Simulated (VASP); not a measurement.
Here is a VASP 6.6.1 calculation.

The input POSCAR:

```
InAs
1.0
    1.5224784655      3.8061961637      3.8061961637
    3.8061961637      1.5224784655      3.8061961637
    3.8061961637      3.8061961637      1.5224784655
In As
1 1
Direct
    0.5000000000      0.5000000000      0.5000000000
    0.0000000000      0.0000000000      0.0000000000
```

File INCAR.step1:

```
ALGO = Normal
EDIFF = 1E-4
ENCUT = 520
GGA = PE
ISMEAR = 0
LASPH = T
LCHARG = F
LREAL = F
LWAVE = T
NBANDS = 16
NELM = 60
PREC = Accurate
SIGMA = 0.15
```

INCAR.step2

```
ALGO = Normal
EDIFF = 1E-6
ENCUT = 520
ISIF = 2
ISMEAR = 0
ISTART = 1
LASPH = T
LCHARG = F
LMIXTAU = T
LREAL = F
LWAVE = F
METAGGA = R2SCAN
NBANDS = 16
NELM = 60
PREC = Accurate
SIGMA = 0.15
```

The input KPOINTS:

```
k-points
0
Gamma
  16 16 16
```

Potentials or basis: VASP PAW PBE potentials, release 64 (In_d, As).

Run with:

```console
$ cat potpaw_PBE.64/In_d/POTCAR potpaw_PBE.64/As/POTCAR > POTCAR
$ cp INCAR.step1 INCAR
$ mpirun -np 1 vasp_std > vasp.out
$ cp INCAR.step2 INCAR
$ mpirun -np 1 vasp_std > vasp.out
```

(1) Predict the band gap on the k mesh.

(2) What does it give for the pressure?

Results:

(1) zero (bands 9 and 10 overlap by 5.03 eV).

(2) -2.7 GPa.

Caveat: the PAW data sets were made with another functional, which shifts forces and pressure a little; spin-orbit coupling is left out, which moves the levels of the heavy elements.
